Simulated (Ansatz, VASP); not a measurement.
## TaN: VASP beside Ansatz

File INCAR:

```
PREC     = Accurate       # precision mode
ENCUT    = 520            # plane-wave cutoff, eV
EDIFF    = 1E-7           # SCF threshold, eV
ISMEAR   = 0              # smearing method
SIGMA    = 0.1            # smearing width, eV
LREAL    = F              # projectors in reciprocal space
LASPH    = T              # aspherical terms in the spheres
NELM     = 100            # most SCF steps
ALGO     = Normal         # electronic algorithm
ISIF     = 2              # what is computed and relaxed
LWAVE    = F              # write WAVECAR
LCHARG   = F              # write CHGCAR
GGA      = PE             # functional
NBANDS   = 60             # bands
```

KPOINTS

```
regular mesh
0
Gamma
  6 6 5
```

The input POSCAR:

```
TaN
1.0
    4.4252770195     -2.5549348784      0.0000000000
    0.0000000000      5.1098697569      0.0000000000
    0.0000000000      0.0000000000      5.7955432028
Ta N
6 6
Direct
    0.0000000000      0.3333333333      0.2500000000
    0.0000000000      0.3333333333      0.7500000000
    0.6666666667      0.6666666667      0.2500000000
    0.6666666667      0.6666666667      0.7500000000
    0.3333333333      0.0000000000      0.2500000000
    0.3333333333      0.0000000000      0.7500000000
    0.6666666667      0.3333333333      0.0000000000
    0.6666666667      0.3333333333      0.5000000000
    0.3333333333      0.6666666667      0.0000000000
    0.3333333333      0.6666666667      0.5000000000
    0.0000000000      0.0000000000      0.0000000000
    0.0000000000      0.0000000000      0.5000000000
```

Input for Ansatz:

```yaml
crystal:
  lattice:
    - [4.4252770195, -2.5549348784, 0.0]
    - [0.0, 5.1098697569, 0.0]
    - [0.0, 0.0, 5.7955432028]
  atoms:
    - { symbol: Ta, position: [0.0, 0.3333333333, 0.25] }
    - { symbol: Ta, position: [0.0, 0.3333333333, 0.75] }
    - { symbol: Ta, position: [0.6666666667, 0.6666666667, 0.25] }
    - { symbol: Ta, position: [0.6666666667, 0.6666666667, 0.75] }
    - { symbol: Ta, position: [0.3333333333, 0.0, 0.25] }
    - { symbol: Ta, position: [0.3333333333, 0.0, 0.75] }
    - { symbol: "N", position: [0.6666666667, 0.3333333333, 0.0] }
    - { symbol: "N", position: [0.6666666667, 0.3333333333, 0.5] }
    - { symbol: "N", position: [0.3333333333, 0.6666666667, 0.0] }
    - { symbol: "N", position: [0.3333333333, 0.6666666667, 0.5] }
    - { symbol: "N", position: [0.0, 0.0, 0.0] }
    - { symbol: "N", position: [0.0, 0.0, 0.5] }
basis:
  ecutwfc: 420
  xc_grid: 2
kpoints:
  mp_grid: { grid: [6, 6, 5], shift: [0.0, 0.0, 0.0] }
hamiltonian:
  xc: pbe
scf:
  occupations: { method: gaussian, width: 0.1 }
output:
  forces: true
  stress: true
  eigenvalues: true
  write_density: true
  write_potential: true
  elf: true
  volumetric_format: npy
```

Alike in both runs: task single point; functional PBE; k mesh 6 × 6 × 5; occupations gaussian, width 0.1 eV; no spin polarisation.

```csv
,VASP,Ansatz
version,VASP 6.6.1,Ansatz 0.2.0
potentials or method,"VASP PAW PBE potentials, release 64 (Ta_pv, N), cutoff 520 eV","scalar-relativistic, plane waves, PAW"
valence electrons in the cell,96,108
```

```csv
,VASP,Ansatz,Ansatz less VASP
gap on the k mesh at the Fermi level (eV),none,none,-
pressure (GPa),0.7,0.0,-0.66
"traceless stress, the component that is largest in VASP (GPa)",0.02,-0.09,-0.108
```

A gap of «none» marks a metal or a gap that the smearing closes. VASP's potentials hold 96 valence electrons a cell and Ansatz's 108, so a difference there can come from the potentials and not from the codes.

Neither program's run includes spin-orbit coupling.
